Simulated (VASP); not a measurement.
# PbF2 (Fm-3m) in VASP: further runs, part 3 of 3

VASP 6.6.1.

### Step 4. Single point, PBE, non-collinear spin, zero start, spin-orbit coupling

Input file INCAR:

```
SYSTEM = PbF2
PREC = Accurate
ENCUT = 520
EDIFF = 1E-6
ISMEAR = -5
SIGMA = 0.1
LREAL = .FALSE.
LASPH = .TRUE.
NELM = 150
ALGO = Normal
ISIF = 2
LWAVE = .FALSE.
LCHARG = .TRUE.
MAGMOM = 0 0 0 0 0 0 0 0 0
LORBIT = 11
LSORBIT = .TRUE.
GGA_COMPAT = .FALSE.
LORBMOM = .TRUE.
GGA = PE
LVHAR = .TRUE.
NBANDS = 41
```

Input file KPOINTS:

```
regular mesh
0
G
  8 8 8
  0 0 0
```

Input file POSCAR:

```
PbF2
1.0
    0.0000000000      2.9989697818      2.9989697818
    2.9989697818      0.0000000000      2.9989697818
    2.9989697818      2.9989697818      0.0000000000
Pb F
1 2
Direct
    0.0000000000      0.0000000000      0.0000000000
    0.2500000000      0.2500000000      0.2500000000
    0.7500000000      0.7500000000      0.7500000000
```

Potentials or basis: VASP PAW PBE potentials, release 64 (Pb_d, F).

Run with:

```
cat potpaw_PBE.64/Pb_d/POTCAR potpaw_PBE.64/F/POTCAR > POTCAR
mpirun -np 1 vasp_ncl > vasp.out
```

OUTCAR:

```text
SYSTEM = PbF2
   PREC = Accurate
   ENCUT = 520
   EDIFF = 1E-6
   ISMEAR = -5
   LREAL = .FALSE.
   LASPH = .TRUE.
   NELM = 150
   ISIF = 2
   LORBIT = 11
   LSORBIT = .TRUE.
   GGA = PE

 ion  position               nearest neighbor table
   1  0.000  0.000  0.000-   2 2.60   3 2.60   3 2.60   3 2.60   3 2.60   2 2.60   2 2.60   2 2.60

   2  0.250  0.250  0.250-   1 2.60   1 2.60   1 2.60   1 2.60
   3  0.750  0.750  0.750-   1 2.60   1 2.60   1 2.60   1 2.60

  LATTYP: Found a face centered cubic cell.
 ALAT       =     5.9979395636

  Lattice vectors:

 A1 = (   0.0000000000,   2.9989697818,   2.9989697818)
 A2 = (   2.9989697818,   0.0000000000,   2.9989697818)
 A3 = (   2.9989697818,   2.9989697818,   0.0000000000)

Analysis of symmetry for initial positions (statically):
=====================================================================
 Subroutine PRICEL returns:
 Original cell was already a primitive cell.

 Routine SETGRP: Setting up the symmetry group for a
 face centered cubic supercell.

 Subroutine GETGRP returns: Found 48 space group operations
 (whereof 48 operations were pure point group operations)
 out of a pool of 48 trial point group operations.

The static configuration has the point symmetry O_h .

Analysis of symmetry for dynamics (positions and initial velocities):
=====================================================================
 Subroutine PRICEL returns:
 Original cell was already a primitive cell.

 Routine SETGRP: Setting up the symmetry group for a
 face centered cubic supercell.

 Subroutine GETGRP returns: Found 48 space group operations
 (whereof 48 operations were pure point group operations)
 out of a pool of 48 trial point group operations.

The dynamic configuration has the point symmetry O_h .

Analysis of structural, dynamic, and magnetic symmetry:
=====================================================================
 Subroutine PRICEL returns:
 Original cell was already a primitive cell.

 Routine SETGRP: Setting up the symmetry group for a
[... 1247 lines left out ...]
            0.000   0.000   0.000

 orbital moment (y)

 # of ion     p       d       tot
 ----------------------------------------
  1         0.000  -0.000  -0.000
  2        -0.000   0.000  -0.000
  3        -0.000   0.000  -0.000
 ----------------------------------------
           -0.000  -0.000  -0.000

 orbital moment (z)

 # of ion     p       d       tot
 ----------------------------------------
  1         0.000   0.000   0.000
  2         0.000   0.000   0.000
  3         0.000   0.000   0.000
 ----------------------------------------
            0.000   0.000   0.000

 Spin-Orbit-Coupling matrix elements

 Ion:    1  E_soc:     -0.5575921
 l=   1
     0.0000000    -0.0276637    -0.0276637
    -0.0276637     0.0000000    -0.0276637
    -0.0276637    -0.0276637     0.0000000
 l=   2
     0.0000000    -0.0129350     0.0000000    -0.0129350    -0.0523333
    -0.0129350     0.0000000    -0.0392500    -0.0129350    -0.0130833
     0.0000000    -0.0392500     0.0000000    -0.0392500     0.0000000
    -0.0129350    -0.0129350    -0.0392500     0.0000000    -0.0130833
    -0.0523333    -0.0130833     0.0000000    -0.0130833     0.0000000
 l=   3
     0.0000000     0.0000000     0.0000000     0.0000000     0.0000000     0.0000000     0.0000000
     0.0000000     0.0000000     0.0000000     0.0000000     0.0000000     0.0000000     0.0000000
     0.0000000     0.0000000     0.0000000     0.0000000     0.0000000     0.0000000     0.0000000
     0.0000000     0.0000000     0.0000000     0.0000000     0.0000000     0.0000000     0.0000000
[... 29 lines left out ...]
 l=   2
     0.0000000     0.0000000     0.0000000     0.0000000     0.0000000
     0.0000000     0.0000000     0.0000000     0.0000000     0.0000000
     0.0000000     0.0000000     0.0000000     0.0000000     0.0000000
     0.0000000     0.0000000     0.0000000     0.0000000     0.0000000
     0.0000000     0.0000000     0.0000000     0.0000000     0.0000000
 l=   3
     0.0000000     0.0000000     0.0000000     0.0000000     0.0000000     0.0000000     0.0000000
     0.0000000     0.0000000     0.0000000     0.0000000     0.0000000     0.0000000     0.0000000
     0.0000000     0.0000000     0.0000000     0.0000000     0.0000000     0.0000000     0.0000000
     0.0000000     0.0000000     0.0000000     0.0000000     0.0000000     0.0000000     0.0000000
     0.0000000     0.0000000     0.0000000     0.0000000     0.0000000     0.0000000     0.0000000
     0.0000000     0.0000000     0.0000000     0.0000000     0.0000000     0.0000000     0.0000000
     0.0000000     0.0000000     0.0000000     0.0000000     0.0000000     0.0000000     0.0000000

 total charge

# of ion       s       p       d       tot
------------------------------------------
    1        1.549   0.282   9.865  11.695
    2        1.742   4.317   0.000   6.058
    3        1.742   4.317   0.000   6.058
--------------------------------------------------
tot          5.032   8.915   9.865  23.812

 magnetization (x)

# of ion       s       p       d       tot
------------------------------------------
    1        0.000   0.000   0.000   0.000
    2       -0.000   0.000   0.000   0.000
    3       -0.000  -0.000   0.000  -0.000
--------------------------------------------------
tot         -0.000   0.000   0.000  -0.000

 magnetization (y)

# of ion       s       p       d       tot
------------------------------------------
    1        0.000   0.000   0.000   0.000
    2       -0.000   0.000   0.000  -0.000
    3        0.000   0.000   0.000   0.000
--------------------------------------------------
tot         -0.000   0.000   0.000  -0.000

 magnetization (z)

# of ion       s       p       d       tot
------------------------------------------
    1       -0.000  -0.000  -0.000  -0.000
    2       -0.000   0.000   0.000   0.000
    3       -0.000   0.000   0.000  -0.000
--------------------------------------------------
tot         -0.000   0.000  -0.000   0.000
```

OSZICAR:

```text
N       E                     dE             d eps       ncg     rms          rms(c)
DAV:   1     0.364986333792E+03    0.36499E+03   -0.13728E+04  2378   0.157E+03
DAV:   2     0.346051919924E+02   -0.33038E+03   -0.30744E+03  2530   0.456E+02
DAV:   3    -0.142512352967E+02   -0.48856E+02   -0.47597E+02  2737   0.193E+02
DAV:   4    -0.165159022529E+02   -0.22647E+01   -0.22582E+01  2909   0.449E+01
DAV:   5    -0.165923043508E+02   -0.76402E-01   -0.76384E-01  3243   0.832E+00    0.801E+00
DAV:   6    -0.146265786102E+02    0.19657E+01   -0.58915E+00  3457   0.240E+01    0.271E+00
DAV:   7    -0.146298725011E+02   -0.32939E-02   -0.54489E-01  2587   0.460E+00    0.159E+00
DAV:   8    -0.146276676950E+02    0.22048E-02   -0.12073E-01  2601   0.381E+00    0.600E-01
DAV:   9    -0.146233227798E+02    0.43449E-02   -0.18520E-02  3329   0.124E+00    0.108E-01
DAV:  10    -0.146243955799E+02   -0.10728E-02   -0.12971E-03  2739   0.387E-01    0.722E-02
DAV:  11    -0.146245342398E+02   -0.13866E-03   -0.13097E-04  2666   0.106E-01    0.174E-02
DAV:  12    -0.146245349661E+02   -0.72628E-06   -0.15727E-05  3294   0.529E-02    0.804E-03
DAV:  13    -0.146245397214E+02   -0.47553E-05   -0.11558E-05  2585   0.374E-02    0.545E-03
DAV:  14    -0.146245392330E+02    0.48841E-06   -0.19497E-06  2707   0.221E-02
   1 F= -.14624539E+02 E0= -.14624539E+02  d E =0.000000E+00  mag=     0.0000     0.0000     0.0000
```

stdout:

```text
POSCAR found type information on POSCAR PbF
 POSCAR found :  2 types and       3 ions
 scaLAPACK will be used
 LDA part: xc-table for (Slater+PW92), standard interpolation
 POSCAR, INCAR and KPOINTS ok, starting setup
 FFT: planning ... GRIDC
 FFT: planning ... GRID_SOFT
 FFT: planning ... GRID
 WAVECAR not read
 entering main loop
```

Wall time 3.4 min (1 thread of Oxide Virtual Turin-like, shared host); peak memory 0.32 GiB.

Results:

| Property | Result |
| --- | --- |
| Free energy | -14.6245 eV |
| Pressure | -0.2 GPa |
| Net moment | 0.00 μB per cell |
| Valence electrons inside the program's atomic spheres | Pb 11.70; F 6.06 |

Moments on the atoms (μB; x, y, z):
```
Pb  0.00 0.00 0.00
F   0.00 0.00 0.00
F   0.00 0.00 0.00
```

### Step 5. Single point, PBE, non-collinear spin, zero start, spin-orbit coupling

Input file INCAR:

```
SYSTEM = PbF2
  PREC = Accurate
  ENCUT = 520
  EDIFF = 1E-6
  ISMEAR = 0
  SIGMA = 0.01
  LREAL = .False.
  LASPH = .True.
  NELM = 150
  ALGO = Normal
  ISIF = 2
  LWAVE = .False.
  LCHARG = .False.
  MAGMOM = 0 0 0 0 0 0 0 0 0
  LORBIT = 11
  LSORBIT = .True.
  GGA_COMPAT = .False.
  LORBMOM = .True.
  GGA = PE
  NBANDS = 41
```

Input file KPOINTS:

```
regular mesh
0
Gamma
  8 8 8
  0 0 0
```

POSCAR is that of step 4.

Run with:

```
cat potpaw_PBE.64/Pb_d/POTCAR potpaw_PBE.64/F/POTCAR > POTCAR
mpirun -np 1 vasp_ncl > vasp.out
```

Run time: 3.7 min. Hardware: 1 thread of Oxide Virtual Turin-like, shared host; peak memory 0.31 GiB.

Results (log left out):

* Free energy: -14.6245 eV
* Pressure: -0.2 GPa
* Net moment: 0.00 μB per cell
* Valence electrons inside the program's atomic spheres: Pb 11.70; F 6.06

Moments on the atoms (μB; x, y, z):
```
Pb  0.00 0.00 0.00
F   0.00 0.00 0.00
F   0.00 0.00 0.00
```

### Step 6. Overview

```tsv
smearing	pressure (GPa)	moment (μB)
gaussian 0.05 eV	-0.2	0.00
tetrahedron	-0.2	0.00
gaussian 0.01 eV	-0.2	0.00
```

Alike in all rows: task single point; level PBE; potentials or basis VASP PAW PBE potentials, release 64 (Pb_d, F); spin non-collinear, zero start, SOC; cell as given; k mesh 8 × 8 × 8; cutoff (eV) 520.

Absolute energies hang on the potentials; compare differences alone.
